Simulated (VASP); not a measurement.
A run of VASP 6.6.1:

File INCAR:

```
ALGO = Normal
EDIFF = 1E-6
ENCUT = 520
GGA = PE
ISIF = 2
ISMEAR = 0
LASPH = True
LCHARG = True
LELF = True
LREAL = False
LVHAR = True
LWAVE = False
NBANDS = 42
NELM = 60
PREC = Accurate
SIGMA = 0.1
```

Contents of KPOINTS:

```
k-points
0
Gamma
  4 2 2
```

File POSCAR:

```
AgSn2SeI3
1.0
    4.6884766285      0.0211116780     -0.0018780944
   -0.0888832789      7.1951258305     -0.0018020469
   -2.3054563049     -2.0160110879      8.8937299254
Ag Sn Se I
1 2 1 3
Direct
    0.5189624426      0.7817125131      0.0508823505
    0.3518604832      0.5934789112      0.7171615205
    0.1914809432      0.9987278051      0.4001837469
    0.3215451662      0.2256403363      0.6668913099
    0.6084844046      0.1524979733      0.2212923440
    0.7488835382      0.6926432631      0.5076739774
    0.9962419918      0.5625988579      0.0104928308
```

Potentials or basis: VASP PAW PBE potentials, release 64 (Ag, Sn_d, Se, I).

The run is started by

```sh
$ cat potpaw_PBE.64/Ag/POTCAR potpaw_PBE.64/Sn_d/POTCAR potpaw_PBE.64/Se/POTCAR potpaw_PBE.64/I/POTCAR > POTCAR
$ mpirun -np 1 vasp_std > vasp.out
```

Hardware: 1 thread of Intel(R) Xeon(R) 6975P-C (Granite Rapids), on a shared host.

Question: How long does it take, and how much memory?

Answer: Run time: 95 s on 1 thread of Intel(R) Xeon(R) 6975P-C (Granite Rapids), with other jobs on the host, peak memory 0.45 GiB. Counts: scf iterations 16, k points 12.
